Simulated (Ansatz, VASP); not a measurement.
Two plane-wave programs on CuO

Contents of INCAR:

```
ALGO     = Normal         # electronic algorithm
EDIFF    = 1E-6           # SCF threshold, eV
ENCUT    = 520            # plane-wave cutoff, eV
GGA      = PE             # functional
ISIF     = 2              # what is computed and relaxed
ISMEAR   = -1             # smearing method
LASPH    = True           # aspherical terms in the spheres
LCHARG   = False          # write CHGCAR
LDAU     = True           # DFT+U
LDAUJ    = 0 0          
LDAUL    = 2 -1           # shell
LDAUPRINT= 1            
LDAUTYPE = 2            
LDAUU    = 1 0            # U, eV
LMAXMIX  = 4              # l up to which the mixer works
LREAL    = False          # projectors in reciprocal space
LWAVE    = False          # write WAVECAR
NBANDS   = 25             # bands
NELM     = 150            # most SCF steps
PREC     = Accurate       # precision mode
SIGMA    = 0.05           # smearing width, eV
```

Contents of KPOINTS:

```
k-points
0
Gamma
  10 10 5
```

File POSCAR:

```
CuO
1.0
    2.3055752800     -1.7296126400      0.0728065900
    2.3157556600      1.7435441000      0.0481486400
   -0.7080927800     -0.0389675500      5.1290691300
Cu O
2 2
Direct
    0.0142532200      0.4796454100      0.0604322300
    0.4708797100      0.1540682100      0.4741201700
    0.5692681500      0.2960328600      0.2639427200
    0.4455989200      0.5702535100      0.7015048700
```

Contents of input.yaml:

```yaml
crystal:
  lattice:
    - [2.30557528, -1.72961264, 0.07280659]
    - [2.31575566, 1.7435441, 0.04814864]
    - [-0.70809278, -0.03896755, 5.12906913]
  atoms:
    - { symbol: Cu, position: [0.01425322, 0.47964541, 0.06043223] }
    - { symbol: Cu, position: [0.47087971, 0.15406821, 0.47412017] }
    - { symbol: O, position: [0.56926815, 0.29603286, 0.26394272] }
    - { symbol: O, position: [0.44559892, 0.57025351, 0.70150487] }
hamiltonian:
  xc: pbe
  pseudopotentials: { kind: paw }
  hubbard: { sites: [{ species: Cu, l: d, u_eff: 1.0 }] }
kpoints:
  mp_grid: { grid: [10, 10, 5] }
  band_path:
    path:
      - [[0.0, 0.0, 0.5], [0.0, 0.0, 0.0], [-0.5, 0.0, 0.0]]
      - [[-0.5, 0.0, 0.5], [0.0, 0.0, 0.0], [0.0, -0.5, 0.0]]
      - [[0.0, -0.5, 0.5], [0.0, 0.0, 0.0], [-0.5, -0.5, 0.0]]
      - [[-0.5, -0.5, 0.5], [0.0, 0.0, 0.0]]
    npoints: 14
scf:
  occupations: { method: fermi_dirac, width: 0.05 }
  n_extra_bands: 10
output:
  forces: true
  stress: true
  eigenvalues: true
  fatbands: false
```

Alike in both runs: functional PBE; k mesh 10 × 10 × 5; occupations fermi-dirac, width 0.05 eV; no spin polarisation; Hubbard terms Cu d U = 1.0 eV.

|  | VASP | Ansatz |
| --- | --- | --- |
| version | VASP 6.6.1 | Ansatz 0.2.0 |
| potentials or method | VASP PAW PBE potentials, release 64 (Cu, O) | Ansatz PAW |
| plane-wave cutoff (eV) | 520 | 420 |
| valence electrons in the cell | 34 | 50 |
| task | single point | band structure |

|  | VASP | Ansatz | Ansatz less VASP |
| --- | --- | --- | --- |
| gap on the k mesh at the Fermi level (eV) | none | none | - |
| rms of the force components (eV/Å) | 16.052 | 17.305 | +1.2529 |

The programs project onto different local orbitals, so the same U acts differently, and such runs can settle in different states. Atom by atom the forces differ by 1.272 eV/Å (rms over components). A gap of «none» marks a metal or a gap that the smearing closes. VASP's potentials hold 34 valence electrons a cell and Ansatz's 50, so a difference there can come from the potentials and not from the codes.

Noted on Ansatz's run: the cell as given lies far from equilibrium.
